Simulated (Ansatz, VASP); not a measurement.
# One calculation of SnTe, two programs

```xyz
2
Lattice="0.0000 3.1565 3.1249 3.1565 0.0000 3.1249 3.1565 3.1565 0.0000" Properties=species:S:1:pos:R:3 pbc="T T T"
Sn    0.0000    0.0000    0.0000
Te    3.1565    3.1565    3.1249
```

Change from the starting cell: zz strain of -1 %, crystal datasets.

Alike in both runs: task electric field gradients; functional LDA; k mesh 11 × 11 × 11; occupations fermi-dirac, width 0.08 eV; no spin polarisation.

```csv
,VASP,Ansatz
version,VASP 6.6.1,Ansatz 0.2.0
potentials or method,"VASP PAW LDA potentials, release 64 (Sn_d, Te), cutoff 520 eV","all-electron PAW with datasets made for the crystal, scalar-relativistic"
```

```csv
,VASP,Ansatz,Ansatz less VASP
pressure (GPa),-1.2,-1.3,-0.04
"traceless stress, the component that is largest in VASP (GPa)",0.88,0.87,-0.006
size of Vzz on the site where it differs most (V/Å²),4.3,3.8,-0.51
```

LDA's correlation is that of Perdew and Zunger in VASP and of Perdew and Wang (1992) in Ansatz. Ansatz ran all-electron here, and VASP with PAW potentials.

Neither program's run includes spin-orbit coupling.
